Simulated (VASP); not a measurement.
# Mg (Im-3m) in VASP: notebook

The runs below take Mg through single point, relaxation of cell and atoms, with PBEsol.

Everything below comes from runs of VASP 6.6.1. Logs are shortened: lines on timing, memory, paths and dates and some standing lists are left out, and cuts for length are marked.

## Step 1: The cell of the first run

It takes space group Im-3m (No. 229, cubic). Conventional cell: a = 3.584 Å, b = 3.584 Å, c = 3.584 Å, α = 90.00°, β = 90.00°, γ = 90.00°. Within 4.1 Å of Mg (site symmetry m-3m) lie 14 Mg at 3.10 to 3.58 Å.

This isn't the form of Mg at room conditions, which is hcp.

## Step 2: Single point, PBEsol

INCAR reads:

```
PREC     = Accurate       # precision mode
ENCUT    = 520            # plane-wave cutoff, eV
EDIFF    = 1E-6           # SCF threshold, eV
ISMEAR   = -1             # smearing method
SIGMA    = 0.05           # smearing width, eV
LREAL    = False          # projectors in reciprocal space
LASPH    = True           # aspherical terms in the spheres
NELM     = 60             # most SCF steps
ALGO     = Normal         # electronic algorithm
ISIF     = 2              # what is computed and relaxed
LWAVE    = False          # write WAVECAR
LCHARG   = False          # write CHGCAR
GGA      = PS             # functional
NBANDS   = 7              # bands
```

KPOINTS reads:

```
regular mesh
0
Gamma
  15 15 15
```

POSCAR reads:

```
Mg
1.0
   -1.7921550955      1.7921550955      1.7921550955
    1.7921550955     -1.7921550955      1.7921550955
    1.7921550955      1.7921550955     -1.7921550955
Mg
1
Direct
    0.0000000000      0.0000000000      0.0000000000
```

Potentials or basis: VASP PAW PBE potentials, release 64 (Mg).

The run is started by

```bash
$ cat potpaw_PBE.64/Mg/POTCAR > POTCAR
$ mpirun -np 1 vasp_std > vasp.out
```

OUTCAR:

```text
PREC = Accurate
   ENCUT = 520
   EDIFF = 1E-6
   ISMEAR = -1
   LREAL = False
   LASPH = True
   NELM = 60
   ISIF = 2
   GGA = PS

 ion  position               nearest neighbor table
   1  0.000  0.000  0.000-

  LATTYP: Found a body centered cubic cell.
 ALAT       =     3.5843101910

  Lattice vectors:

 A1 = (  -1.7921550955,   1.7921550955,   1.7921550955)
 A2 = (   1.7921550955,  -1.7921550955,   1.7921550955)
 A3 = (   1.7921550955,   1.7921550955,  -1.7921550955)

Analysis of symmetry for initial positions (statically):
=====================================================================
 Subroutine PRICEL returns:
 Original cell was already a primitive cell.

 Routine SETGRP: Setting up the symmetry group for a
 body centered cubic supercell.

 Subroutine GETGRP returns: Found 48 space group operations
 (whereof 48 operations were pure point group operations)
 out of a pool of 48 trial point group operations.

The static configuration has the point symmetry O_h .

Analysis of symmetry for dynamics (positions and initial velocities):
=====================================================================
 Subroutine PRICEL returns:
 Original cell was already a primitive cell.

 Routine SETGRP: Setting up the symmetry group for a
 body centered cubic supercell.

 Subroutine GETGRP returns: Found 48 space group operations
 (whereof 48 operations were pure point group operations)
 out of a pool of 48 trial point group operations.

The dynamic configuration has the point symmetry O_h .

 Subroutine INISYM returns: Found 48 space group operations
 (whereof 48 operations are pure point group operations),
 and found     1 'primitive' translations

----------------------------------------------------------------------------------------

                                     Primitive cell

  volume of cell :      23.0243

  direct lattice vectors                    reciprocal lattice vectors
    -1.792155096  1.792155096  1.792155096     0.000000000  0.278993711  0.278993711
     1.792155096 -1.792155096  1.792155096     0.278993711  0.000000000  0.278993711
     1.792155096  1.792155096 -1.792155096     0.278993711  0.278993711  0.000000000

  length of vectors
     3.104103680  3.104103680  3.104103680     0.394556689  0.394556689  0.394556689

  position of ions in fractional coordinates (direct lattice)
     0.000000000  0.000000000  0.000000000

  ion indices of the primitive-cell ions
   primitive index   ion index
                 1           1

----------------------------------------------------------------------------------------

 KPOINTS: regular mesh

Automatic generation of k-mesh.
 Grid dimensions read from file:
 generate k-points for:   15   15   15

 Generating k-lattice:

  Cartesian coordinates                     Fractional coordinates (reciprocal lattice)
     0.000000000  0.018599581  0.018599581     0.066666667  0.000000000  0.000000000
     0.018599581  0.000000000  0.018599581     0.000000000  0.066666667  0.000000000
     0.018599581  0.018599581  0.000000000     0.000000000  0.000000000  0.066666667

  Length of vectors
     0.026303779  0.026303779  0.026303779

  Shift w.r.t. Gamma in fractional coordinates (k-lattice)
     0.000000000  0.000000000  0.000000000

 Subroutine IBZKPT returns following result:
 ===========================================

 Found    120 irreducible k-points:

 Following reciprocal coordinates:
            Coordinates               Weight
  0.000000  0.000000  0.000000      1.000000
  0.066667  0.000000  0.000000     12.000000
  0.133333  0.000000  0.000000     12.000000
  0.200000  0.000000  0.000000     12.000000
  0.266667  0.000000  0.000000     12.000000
  0.333333  0.000000  0.000000     12.000000
[... 16 lines left out ...]
  0.333333  0.200000  0.000000     48.000000
  0.400000  0.200000  0.000000     24.000000
 [... further k-points ...]
   k-points           NKPTS =    120   k-points in BZ     NKDIM =    120   number of bands    NBANDS=      7
   number of dos      NEDOS =    301   number of ions     NIONS =      1
   total plane-waves  NPLWV =  13824
   dimension x,y,z NGX =    24 NGY =   24 NGZ =   24
   dimension x,y,z NGXF=    48 NGYF=   48 NGZF=   48
   ions per type =               1
   NGX,Y,Z   is equivalent  to a cutoff of  12.85, 12.85, 12.85 a.u.
   NGXF,Y,Z  is equivalent  to a cutoff of  25.71, 25.71, 25.71 a.u.
 SYSTEM =  unknown system
   PREC   = accura    normal or accurate (medium, high low for compatibility)
   ISTART =      0    job   : 0-new  1-cont  2-samecut
   ICHARG =      2    charge: 1-file 2-atom 10-const
   ISPIN  =      1    spin polarized calculation?
   LNONCOLLINEAR =      F non collinear calculations
   LSORBIT =      F    spin-orbit coupling
   LASPH  =      T    aspherical Exc in radial PAW
   ENCUT  =  520.0 eV  38.22 Ry    6.18 a.u.   5.77  5.77  5.77*2*pi/ulx,y,z
   NELM   =     60;   NELMIN=  2; NELMDL= -5     # of ELM steps
   EDIFF  = 0.1E-05   stopping-criterion for ELM
   LREAL  =      F    real-space projection
   EDIFFG = 0.1E-04   stopping-criterion for IOM
   NSW    =      0    number of steps for IOM
   IBRION =     -1    ionic relax: 0-MD 1-quasi-New 2-CG
   NFREE  =      0    steps in history (QN), initial steepest desc. (CG)
   ISIF   =      2    stress and relaxation
   ISYM   =      2    0-nonsym 1-usesym 2-fastsym
   POTIM  = 0.5000    time-step for ionic-motion
   TEBEG  =    0.0;   TEEND  =   0.0 temperature during run
   PSTRESS=    0.0 pullay stress
   NELECT =       2.0000    total number of electrons
   NUPDOWN=      -1.0000    fix difference up-down
   EMIN   =  10.00;   EMAX   =-10.00  energy-range for DOS
   EFERMI =   0.00;   METHOD = LEGACY
   ISMEAR =    -1;   SIGMA  =   0.05  broadening in eV -4-tet -1-fermi 0-gaus
   EFERMI_NEDOS =   21; number of points for ismear=-14 and -15
   IALGO  =     38    algorithm
   IMIX   =      4    mixing-type and parameters
     AMIX     =   0.40;   BMIX     =  1.00
     AMIX_MAG =   1.60;   BMIX_MAG =  1.00
  volume/ion in A,a.u.               =      23.02       155.38
  Fermi-wavevector in a.u.,A,eV,Ry     =   0.725030  1.370108  7.152152  0.525668
  Thomas-Fermi vector in A             =   1.815649
   LORBIT       =      0    0 simple, 1 ext, 2 COOP (PROOUT), +10 PAW based schemes
   GGA     = PS    functional components
   LHFCALC =     F    Hartree Fock is set to
   AEXX    =    0.0000 exact exchange contribution
   IVDW    =     0    specifies the selected vdW correction
   LEPSILON=     F    determine dielectric tensor
   LRPA    =     F    only Hartree local field effects (RPA)
 non-spin polarized calculation
  energy-cutoff  :      520.00
  volume of cell :       23.02
 maximum number of plane-waves:       638
   NGX = 11   NGY = 11   NGZ = 11

 number of electron       2.0000000 magnetization

 Free energy of the ion-electron system (eV)
  ---------------------------------------------------
  ext. energy  EPLUGINS =         0.00000000
  ---------------------------------------------------
  free energy    TOTEN  =        -1.69697764 eV

  energy without entropy =       -1.69421269  energy(sigma->0) =       -1.69559516

 E-fermi :   2.5620     XC(G=0):  -8.5275

 val. band max:        2.5153601722   @ k =   0.3333   0.2667   0.0667
 cond. band min:       2.6114833824   @ k =  -0.4667   0.4667   0.1333
 fundamental gap:      0.0961232102
 Fermi energy:         2.5620487110

 k-point     1 :       0.0000    0.0000    0.0000
  band No.  band energies     occupation
      1      -4.3359      2.00000
      2      15.5703      0.00000
      3      15.5703      0.00000
      4      15.5703      0.00000
      5      17.5912      0.00000
      6      17.5912      0.00000
      7      17.6529      0.00000

 k-point     2 :       0.0667    0.0000    0.0000
  band No.  band energies     occupation
      1      -4.2315      2.00000
      2      14.3479      0.00000
      3      15.0497      0.00000
      4      15.0634      0.00000
      5      16.5580      0.00000
      6      16.8027      0.00000
      7      17.8463      0.00000

 k-point     3 :       0.1333    0.0000    0.0000
  band No.  band energies     occupation
      1      -3.9190      2.00000
      2      12.1036      0.00000
      3      14.0979      0.00000
      4      14.2321      0.00000
      5      15.5018      0.00000
      6      16.2450      0.00000
      7      18.1698      0.00000

 k-point     4 :       0.2000    0.0000    0.0000
  band No.  band energies     occupation
      1      -3.4004      2.00000
      2       9.8316      0.00000
      3      13.1801      0.00000
      4      13.4713      0.00000
      5      14.6009      0.00000
      6      15.6621      0.00000
      7      18.7069      0.00000

 k-point     5 :       0.2667    0.0000    0.0000
  band No.  band energies     occupation
      1      -2.6790      2.00000
      2       7.6796      0.00000
      3      12.4102      0.00000
      4      12.8482      0.00000
      5      13.8763      0.00000
      6      15.0933      0.00000
      7      19.3528      0.00000
[... 161 lines left out ...]
 k-point    22 :       0.2667    0.2000    0.0000
  band No.  band energies     occupation
      1      -0.5489      2.00000
      2       5.3128      0.00000
      3       6.9740      0.00000
      4      11.3026      0.00000
      5      15.5316      0.00000
      6      17.0904      0.00000
      7      19.8265      0.00000

 k-point    23 :       0.3333    0.2000    0.0000
  band No.  band energies     occupation
      1       0.6382      2.00000
      2       3.6350      0.00000
      3       6.6414      0.00000
      4      11.0328      0.00000
      5      15.3281      0.00000
      6      17.9627      0.00000
      7      19.4493      0.00000

 k-point    24 :       0.4000    0.2000    0.0000
  band No.  band energies     occupation
      1       1.7535      2.00000
      2       2.3498      1.97172
      3       6.5362      0.00000
      4      10.9422      0.00000
      5      15.2514      0.00000
      6      18.6538      0.00000
      7      19.0480      0.00000

 [... further k-points ...]

------------------------ aborting loop because EDIFF is reached ----------------------------------------

  FORCE on cell =-STRESS in cart. coord.  units (eV):
  Direction    XX          YY          ZZ          XY          YZ          ZX
  --------------------------------------------------------------------------------------
  -------------------------------------------------------------------------------------
  Total       -0.1317250     -0.1317250     -0.1317250      0.0000000      0.0000000     -0.0000000
  in kB       -9.1662538     -9.1662538     -9.1662538      0.0000000      0.0000000     -0.0000000
  external PRESSURE =      -9.1662538 kB  Pullay stress =       0.0000000 kB

 VOLUME and BASIS-vectors are now :
 -----------------------------------------------------------------------------
  energy-cutoff  :      520.00
  volume of cell :       23.02
      direct lattice vectors                 reciprocal lattice vectors
    -1.792155096  1.792155096  1.792155096     0.000000000  0.278993711  0.278993711
     1.792155096 -1.792155096  1.792155096     0.278993711  0.000000000  0.278993711
     1.792155096  1.792155096 -1.792155096     0.278993711  0.278993711  0.000000000

 POSITION                                       TOTAL-FORCE (eV/Angst)
 -----------------------------------------------------------------------------------
      0.00000      0.00000      0.00000         0.000000      0.000000      0.000000
 -----------------------------------------------------------------------------------
    total drift:                                0.000000      0.000000      0.000000

  FREE ENERGIE OF THE ION-ELECTRON SYSTEM (eV)
  ---------------------------------------------------
  free  energy   TOTEN  =        -1.6969776402 eV

  energy  without entropy=       -1.6942126860  energy(sigma->0) =       -1.69559516
```

Wall time 6.8 s (1 thread of Intel Xeon Platinum 8259CL at 2.50GHz (Skylake/Cascade Lake), shared host); peak memory 0.14 GiB.

Results:

* Free energy: -1.6970 eV
* Pressure: -0.9 GPa
* Band gap on the k mesh: zero (bands 1 and 2 overlap by 3.53 eV)

Caveat: the PAW data sets were made with another functional, which shifts forces and pressure a little.

## Step 3: Relaxation of cell and atoms, PBEsol, target pressure -0.86 GPa, at which the enthalpy is minimised

INCAR reads:

```
ALGO = Normal
EDIFF = 1E-6
EDIFFG = -0.005
ENCUT = 600
GGA = PS
IBRION = 2
ISIF = 3
ISMEAR = -1
LASPH = True
LCHARG = False
LREAL = False
LWAVE = False
NELM = 60
NSW = 32
PREC = Accurate
PSTRESS = -8.6
SIGMA = 0.05
```

KPOINTS reads:

```
k-points
0
Gamma
  15 15 15
```

POSCAR is that of step 2.

Potentials or basis: VASP PAW PBE potentials, release 64 (Mg).

The run is started by

```bash
$ cat potpaw_PBE.64/Mg/POTCAR > POTCAR
$ mpirun -np 1 vasp_std > vasp.out
```

It took 14 s on 1 thread of Intel Xeon Platinum 8259CL at 2.50GHz (Skylake/Cascade Lake), shared host; peak memory 0.17 GiB.

It converged, with:

```
Free energy                                                : -1.6972 eV
Relaxed volume                                             : 23.00 Å³/atom
Relaxed cell                                               : a = 3.103 Å, b = 3.103 Å, c = 3.103 Å, α = 109.47°, β = 109.47°, γ = 109.47°
Space group after relaxing (to 0.1 Å)                      : Im-3m (No. 229)
Energy change on relaxing (the run minimises the enthalpy) : -0.2 meV/atom
Ionic steps                                                : 2
Pressure after relaxing                                    : -0.9 GPa
Band gap on the k mesh                                     : zero (bands 1 and 2 overlap by 3.53 eV)
```

The path:
```
step  energy change (eV)  largest force (eV/Å)  pressure (GPa)  volume (Å³)
   1              0.0000                0.0000           -0.92        23.02
   2             -0.0002                0.0000           -0.88        23.00
```

Final structure:
```
CELL_PARAMETERS angstrom
-1.79144 1.79144 1.79144
1.79144 -1.79144 1.79144
1.79144 1.79144 -1.79144
ATOMIC_POSITIONS crystal
Mg 0.00000 0.00000 0.00000
```

Levels at points of the mesh, in eV from the Fermi level:
| k point | band 1 | band 2 | band 3 | band 4 | band 5 |
| --- | --- | --- | --- | --- | --- |
| (0.00, 0.00, 0.00) | -6.90 | 13.02 | 13.02 | 13.02 | 15.04 |

Caveat: the cell is relaxed towards a set pressure, so the run minimises the enthalpy, not the energy; the PAW data sets were made with another functional, which shifts forces and pressure a little.

The gap in the log of VASP goes by the Fermi energy; the results here count the filled bands.